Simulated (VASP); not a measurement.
# Yb (Fm-3m) in VASP: single point with PBE

Aim: the single point of Yb with PBE.

All numbers are computed with VASP 6.6.1; they aren't measurements. Logs are shortened: lines on timing, memory, paths and dates and some standing lists are left out, and cuts for length are marked.

## 1. The cell of the first run

It takes space group Fm-3m (No. 225, cubic). Conventional cell: a = 5.223 Å, b = 5.223 Å, c = 5.223 Å, α = 90.00°, β = 90.00°, γ = 90.00°. Yb (site symmetry m-3m) has 12 Yb at 3.69 Å within 4.9 Å.

## 2. Single point, PBE

Input file INCAR:

```
ALGO = Normal ; EDIFF = 1E-6
ENCUT = 520 ; GGA = PE
ISIF = 2 ; ISMEAR = -1
LASPH = T ; LCHARG = F
LREAL = F ; LWAVE = F
NBANDS = 43 ; NELM = 100
PREC = Accurate ; SIGMA = 0.08
```

Input file KPOINTS:

```
k-points
0
Gamma
  11 11 4
```

Input file POSCAR:

```
Yb
1.0
    0.0000000000      2.6115853807     -2.6115853807
   -2.6115853807      0.0000000000      2.6115853807
    5.2231707614      5.2231707614      5.2231707614
Yb
3
Direct
    0.0000000000      0.0000000000      0.0000000000
    0.3333333330      0.6666666670      0.3333333330
    0.6666666670      0.3333333330      0.6666666670
```

Potentials or basis: VASP PAW PBE potentials, release 64 (Yb).

Command:

```bash
cat potpaw_PBE.64/Yb/POTCAR > POTCAR
mpirun -np 1 vasp_std > vasp.out
```

OUTCAR:

```text
EDIFF = 1E-6
   ENCUT = 520
   GGA = PE
   ISIF = 2
   ISMEAR = -1
   LASPH = T
   LREAL = F
   NELM = 100
   PREC = Accurate

 ion  position               nearest neighbor table
   1  0.000  0.000  0.000-   2 3.69   3 3.69   3 3.69   2 3.69   3 3.69   2 3.69
   2  0.333  0.667  0.333-   1 3.69   1 3.69   1 3.69   3 3.69   3 3.69   3 3.69
   3  0.667  0.333  0.667-   1 3.69   1 3.69   1 3.69   2 3.69   2 3.69   2 3.69

  LATTYP: Found a hexagonal cell.
 ALAT       =     3.6933394647
 C/A-ratio  =     2.4494897428

  Lattice vectors:

 A1 = (   0.0000000000,   2.6115853807,  -2.6115853807)
 A2 = (  -2.6115853807,   0.0000000000,   2.6115853807)
 A3 = (   5.2231707614,   5.2231707614,   5.2231707614)

Analysis of symmetry for initial positions (statically):
=====================================================================
 Subroutine PRICEL returns following result:

  LATTYP: Found a face centered cubic cell.
 ALAT       =     5.2231707562

  Lattice vectors:

 A1 = (   2.6115853781,   2.6115853781,   0.0000000000)
 A2 = (  -0.0000000026,   2.6115853781,   2.6115853807)
 A3 = (   2.6115853859,   0.0000000052,   2.6115853807)

   3 primitive cells build up your supercell.

 Routine SETGRP: Setting up the symmetry group for a
 hexagonal supercell.

 Subroutine GETGRP returns: Found 12 space group operations
 (whereof 12 operations were pure point group operations)
 out of a pool of 24 trial point group operations.

The static configuration has the point symmetry D_3d.

Analysis of symmetry for dynamics (positions and initial velocities):
=====================================================================
 Subroutine PRICEL returns following result:

  LATTYP: Found a face centered cubic cell.
 ALAT       =     5.2231707562

  Lattice vectors:

 A1 = (   2.6115853781,   2.6115853781,   0.0000000000)
 A2 = (  -0.0000000026,   2.6115853781,   2.6115853807)
 A3 = (   2.6115853859,   0.0000000052,   2.6115853807)

   3 primitive cells build up your supercell.

 Routine SETGRP: Setting up the symmetry group for a
 hexagonal supercell.

[... 85 lines left out ...]
   number of dos      NEDOS =    301   number of ions     NIONS =      3
   total plane-waves  NPLWV =  54880
   dimension x,y,z NGX =    28 NGY =   28 NGZ =   70
   dimension x,y,z NGXF=    56 NGYF=   56 NGZF=  140
   ions per type =               3
   NGX,Y,Z   is equivalent  to a cutoff of  12.60, 12.60, 12.86 a.u.
   NGXF,Y,Z  is equivalent  to a cutoff of  25.21, 25.21, 25.73 a.u.
 SYSTEM =  unknown system
   PREC   = accura    normal or accurate (medium, high low for compatibility)
   ISTART =      0    job   : 0-new  1-cont  2-samecut
   ICHARG =      2    charge: 1-file 2-atom 10-const
   ISPIN  =      1    spin polarized calculation?
   LNONCOLLINEAR =      F non collinear calculations
   LSORBIT =      F    spin-orbit coupling
   LASPH  =      T    aspherical Exc in radial PAW
   ENCUT  =  520.0 eV  38.22 Ry    6.18 a.u.   6.87  6.87 16.82*2*pi/ulx,y,z
   NELM   =    100;   NELMIN=  2; NELMDL= -5     # of ELM steps
   EDIFF  = 0.1E-05   stopping-criterion for ELM
   LREAL  =      F    real-space projection
   EDIFFG = 0.1E-04   stopping-criterion for IOM
   NSW    =      0    number of steps for IOM
   IBRION =     -1    ionic relax: 0-MD 1-quasi-New 2-CG
   NFREE  =      0    steps in history (QN), initial steepest desc. (CG)
   ISIF   =      2    stress and relaxation
   ISYM   =      2    0-nonsym 1-usesym 2-fastsym
   POTIM  = 0.5000    time-step for ionic-motion
   TEBEG  =    0.0;   TEEND  =   0.0 temperature during run
   PSTRESS=    0.0 pullay stress
   NELECT =      72.0000    total number of electrons
   NUPDOWN=      -1.0000    fix difference up-down
   EMIN   =  10.00;   EMAX   =-10.00  energy-range for DOS
   EFERMI =   0.00;   METHOD = LEGACY
   ISMEAR =    -1;   SIGMA  =   0.08  broadening in eV -4-tet -1-fermi 0-gaus
   EFERMI_NEDOS =   21; number of points for ismear=-14 and -15
   IALGO  =     38    algorithm
   IMIX   =      4    mixing-type and parameters
     AMIX     =   0.40;   BMIX     =  1.00
     AMIX_MAG =   1.60;   BMIX_MAG =  1.00
  volume/ion in A,a.u.               =      35.62       240.40
  Fermi-wavevector in a.u.,A,eV,Ry     =   1.435151  2.712043 28.023365  2.059659
  Thomas-Fermi vector in A             =   2.554481
   LORBIT       =      0    0 simple, 1 ext, 2 COOP (PROOUT), +10 PAW based schemes
   GGA     = PE    functional components
   LHFCALC =     F    Hartree Fock is set to
   AEXX    =    0.0000 exact exchange contribution
   IVDW    =     0    specifies the selected vdW correction
   LEPSILON=     F    determine dielectric tensor
   LRPA    =     F    only Hartree local field effects (RPA)
 non-spin polarized calculation
  energy-cutoff  :      520.00
  volume of cell :      106.87
 maximum number of plane-waves:      2902
   NGX = 13   NGY = 13   NGZ = 33

 number of electron      72.0000005 magnetization

 Free energy of the ion-electron system (eV)
  ---------------------------------------------------
  ext. energy  EPLUGINS =         0.00000000
  ---------------------------------------------------
  free energy    TOTEN  =       -10.75516588 eV

  energy without entropy =      -10.59702875  energy(sigma->0) =      -10.67609731

 E-fermi :   1.6427     XC(G=0):  -9.4837

 val. band max:        1.6256271274   @ k =   0.2727   0.0000   0.5000
 cond. band min:       1.6637660745   @ k =   0.3636   0.2727   0.0000
 fundamental gap:      0.0381389471
 Fermi energy:         1.6427127533

 k-point     1 :       0.0000    0.0000    0.0000
  band No.  band energies     occupation
      1     -50.1487      2.00000
      2     -50.1359      2.00000
      3     -50.1359      2.00000
      4     -22.5861      2.00000
      5     -22.5861      2.00000
      6     -22.3586      2.00000
[... 1093 lines left out ...]
     42       3.8121      0.00000
     43       4.6267      0.00000

 [... further k-points ...]
[... 5 lines left out ...]
  --------------------------------------------------------------------------------------
  -------------------------------------------------------------------------------------
  Total        0.1733423      0.1733423      0.1733423      0.0182840      0.0182840      0.0182840
  in kB        2.5986707      2.5986707      2.5986707      0.2741057      0.2741057      0.2741057
  external PRESSURE =       2.5986707 kB  Pullay stress =       0.0000000 kB

 VOLUME and BASIS-vectors are now :
 -----------------------------------------------------------------------------
  energy-cutoff  :      520.00
  volume of cell :      106.87
      direct lattice vectors                 reciprocal lattice vectors
     0.000000000  2.611585381 -2.611585381    -0.127636391  0.255272782 -0.127636391
    -2.611585381  0.000000000  2.611585381    -0.255272782  0.127636391  0.127636391
     5.223170761  5.223170761  5.223170761     0.063818196  0.063818196  0.063818196

 POSITION                                       TOTAL-FORCE (eV/Angst)
 -----------------------------------------------------------------------------------
      0.00000      0.00000      0.00000         0.000000      0.000000     -0.000000
     -0.00000      2.61159      2.61159        -0.000000     -0.000000      0.000000
      2.61159      5.22317      2.61159         0.000000     -0.000000     -0.000000
 -----------------------------------------------------------------------------------
    total drift:                               -0.000000      0.000000      0.000000

  FREE ENERGIE OF THE ION-ELECTRON SYSTEM (eV)
  ---------------------------------------------------
  free  energy   TOTEN  =       -10.7551658778 eV

  energy  without entropy=      -10.5970287478  energy(sigma->0) =      -10.67609731
```

It took 21 min on 1 thread of Oxide Virtual Turin-like, shared host; peak memory 0.34 GiB.

What came out:

- Free energy: -10.7552 eV
- Pressure: 0.3 GPa
- Band gap on the k mesh: zero (bands 36 and 37 overlap by 0.01 eV)

Caveat: spin-orbit coupling is left out, which moves the levels of the heavy elements.
